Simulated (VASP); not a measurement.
Hf3SnS4, 8 atoms in the cell. The structure is trigonal, space group P3m1 (No. 156). Conventional cell: a = 3.579 Å, b = 3.579 Å, c = 17.416 Å, α = 90.00°, β = 90.00°, γ = 120.00°. Within 3.3 Å of Hf (site symmetry 3m) lie 6 S at 2.54 Å. Within 3.3 Å of Hf (site symmetry 3m) lie 3 S at 2.50 Å and 3 Sn at 3.07 Å. Within 3.3 Å of Hf (site symmetry 3m) lie 3 S at 2.50 Å and 3 Sn at 3.07 Å. Within 4.0 Å of Sn (site symmetry 3m) lie 6 Hf at 3.07 Å and 6 Sn at 3.58 Å. S (site symmetry 3m) has 3 Hf at 2.54 Å within 3.4 Å. Within 3.3 Å of S (site symmetry 3m) lie 3 Hf at 2.54 Å. Within 3.3 Å of S (site symmetry 3m) lie 3 Hf at 2.50 Å. S (site symmetry 3m) has 3 Hf at 2.50 Å within 3.3 Å. 

```yaml
Program: VASP 6.6.1
Task: single point
Functional: PBE
Potentials_or_basis: VASP PAW PBE potentials, release 64 (Hf_pv, Sn_d, S)
Cutoff: 520 eV
k_mesh: 4 × 4 × 1
Occupations: gaussian, width 0.15 eV
Spin: no spin polarisation
Dipole_correction: no
Further_INCAR_settings: ALGO = Normal; EDIFF = 1e-06; NBANDS = 44
```

Potentials or basis: VASP PAW PBE potentials, release 64 (Hf_pv, Sn_d, S).

Command:

```bash
$ cat potpaw_PBE.64/Hf_pv/POTCAR potpaw_PBE.64/Sn_d/POTCAR potpaw_PBE.64/S/POTCAR > POTCAR
$ mpirun -np 1 vasp_std > vasp.out
```

Hardware: 1 thread of Intel(R) Xeon(R) 6975P-C (Granite Rapids) (shared host).

Q: How long does it take, and how much memory?

A: Run time: 42 s on 1 thread of Intel(R) Xeon(R) 6975P-C (Granite Rapids), with other jobs on the host, peak memory 0.32 GiB. Counts: scf iterations 21, k points 4.
